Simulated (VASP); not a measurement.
A run of VASP 6.6.1:

File INCAR:

```
SYSTEM = ZrHg
PREC = Accurate
ENCUT = 550
EDIFF = 1E-6
ISMEAR = 0
SIGMA = 0.1
LREAL = .False.
LASPH = .True.
NELM = 120
ALGO = Normal
ISIF = 2
LWAVE = .False.
LCHARG = .True.
GGA = PS
LELF = .True.
LVHAR = .True.
NBANDS = 23
GGA_COMPAT = .False.
```

File KPOINTS:

```
Automatic mesh
0
Gamma
  14 14 10
  0 0 0
```

POSCAR

```
ZrHg
1.0
    3.1958293974      0.0000000000      0.0000000000
    0.0000000000      3.1958293974      0.0000000000
    0.0000000000      0.0000000000      4.1764341322
Zr Hg
1 1
Direct
    0.5000000000      0.5000000000      0.5000000000
    0.0000000000      0.0000000000      0.0000000000
```

Potentials or basis: VASP PAW PBE potentials, release 64 (Zr_sv, Hg_sv_GW).

The run is started by

```bash
$ cat potpaw_PBE.64/Zr_sv/POTCAR potpaw_PBE.64/Hg_sv_GW/POTCAR > POTCAR
$ mpirun -np 1 vasp_std > vasp.out
```

Hardware: 1 thread of Intel(R) Xeon(R) 6975P-C (Granite Rapids), with other jobs on the host.

Q: Estimate the wall time of this run.

A: Run time: 3 min on 1 thread of Intel(R) Xeon(R) 6975P-C (Granite Rapids), on a shared host, peak memory 0.38 GiB. Counts: scf iterations 12, k points 216.
